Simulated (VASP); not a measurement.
Ti, 2 atoms in the cell. The structure is hexagonal, space group P6_3/mmc (No. 194). The conventional cell has a = 3.008 Å, b = 3.008 Å, c = 4.772 Å, α = 90.00°, β = 90.00°, γ = 120.00°. Within 3.9 Å of Ti (site symmetry -6m2) lie 12 Ti at 2.95 to 3.01 Å. 

- Program: VASP 6.6.1
- Task: single point
- Functional: b88 exchange, pbe correlation
- Potentials or basis: VASP PAW PBE potentials, release 64 (Ti_sv)
- Cutoff: 500 eV
- k mesh: 8 × 8 × 4
- Occupations: methfessel-paxton, width 0.05 eV
- Spin: non-collinear spin, typed start
- Starting moments: [[1.0, 0.0, 0.0], [1.0, 0.0, 0.0]] μB
- Dipole correction: no
- Further INCAR settings: ALGO = Normal; EDIFF = 1e-06; NBANDS = 36

Potentials or basis: VASP PAW PBE potentials, release 64 (Ti_sv).

Command:

```console
$ cat potpaw_PBE.64/Ti_sv/POTCAR > POTCAR
$ mpirun -np 1 vasp_ncl > vasp.out
```

Hardware: 1 thread of AMD EPYC 9R45 96-Core Processor (Zen 5) (shared host).

Task: How long does it take, and how much memory?

Result: It took 120 s on 1 thread of AMD EPYC 9R45 96-Core Processor (Zen 5) (shared host), peak memory 0.29 GiB. Counts: scf iterations 14, k points 78.
